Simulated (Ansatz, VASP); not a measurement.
Two plane-wave programs on GeS

INCAR

```
SYSTEM = GeS
PREC     = Accurate       ! precision mode
ENCUT    = 500            ! plane-wave cutoff, eV
EDIFF    = 1E-6           ! SCF threshold, eV
ISMEAR   = 0              ! smearing method
SIGMA    = 0.1            ! smearing width, eV
LREAL    = .FALSE.        ! projectors in reciprocal space
LASPH    = .TRUE.         ! aspherical terms in the spheres
NELM     = 120            ! most SCF steps
ALGO     = Normal         ! electronic algorithm
ISIF     = 2              ! what is computed and relaxed
LWAVE    = .FALSE.        ! write WAVECAR
LCHARG   = .FALSE.        ! write CHGCAR
GGA      = PE             ! functional
IVDW     = 12             ! dispersion correction
NBANDS   = 50             ! bands
GGA_COMPAT= .FALSE.
```

File KPOINTS:

```
regular mesh
0
G
  2 6 4
  0 0 0
```

File POSCAR:

```
GeS
1.0
   10.7807512300      0.0000000000      0.0000000000
    0.0000000000      3.6031403500      0.0000000000
    0.0000000000      0.0000000000      4.5231251700
Ge S
4 4
Direct
    0.8722463300      0.2500000000      0.3668910600
    0.1277536600      0.7500000000      0.6331089700
    0.6277536700      0.7500000000      0.8668910300
    0.3722463500      0.2500000000      0.1331089400
    0.6548306900      0.2500000000      0.5147881500
    0.3451692800      0.7500000000      0.4852118200
    0.8451693100      0.7500000000      0.0147881700
    0.1548307200      0.2500000000      0.9852118500
```

Input for Ansatz:

```yaml
crystal:
  lattice:
    - [10.78075123, 0.0, 0.0]
    - [0.0, 3.60314035, 0.0]
    - [0.0, 0.0, 4.52312517]
  atoms:
    - { symbol: Ge, position: [0.87224633, 0.25, 0.36689106] }
    - { symbol: Ge, position: [0.12775366, 0.75, 0.63310897] }
    - { symbol: Ge, position: [0.62775367, 0.75, 0.86689103] }
    - { symbol: Ge, position: [0.37224635, 0.25, 0.13310894] }
    - { symbol: S, position: [0.65483069, 0.25, 0.51478815] }
    - { symbol: S, position: [0.34516928, 0.75, 0.48521182] }
    - { symbol: S, position: [0.84516931, 0.75, 0.01478817] }
    - { symbol: S, position: [0.15483072, 0.25, 0.98521185] }
basis:
  ecutwfc: 420
kpoints:
  mp_grid: { grid: [2, 6, 4] }
hamiltonian:
  xc: pbe
  dispersion: d3bj
scf:
  occupations: { method: gaussian, width: 0.1 }
  lower_state_search: "off"
output:
  forces: true
  stress: true
  eigenvalues: true
```

Alike in both runs: task single point; functional PBE; dispersion D3(BJ); k mesh 2 × 6 × 4; occupations gaussian, width 0.1 eV; no spin polarisation.

|  | VASP | Ansatz |
| --- | --- | --- |
| version | VASP 6.6.1 | Ansatz 0.2.0 |
| potentials or method | VASP PAW PBE potentials, release 64 (Ge_d, S), cutoff 500 eV | scalar-relativistic, plane waves, PAW |
| valence electrons in the cell | 80 | 80 |

VASP gave:

```
gap on the k mesh at the Fermi level (eV)                     : 1.16
least direct gap on the mesh (eV)                             : 1.16
pressure (GPa)                                                : 0.4
traceless stress, the component that is largest in VASP (GPa) : 0.41
rms of the force components (eV/Å)                            : 0.158
```

**Question.** What did Ansatz give for the same quantities?

**Answer.** gap on the k mesh at the Fermi level (eV): 1.16; least direct gap on the mesh (eV): 1.17; pressure (GPa): 0.5; traceless stress, the component that is largest in VASP (GPa): 0.43; rms of the force components (eV/Å): 0.156.

Atom by atom the forces differ by 0.003 eV/Å (rms over components).
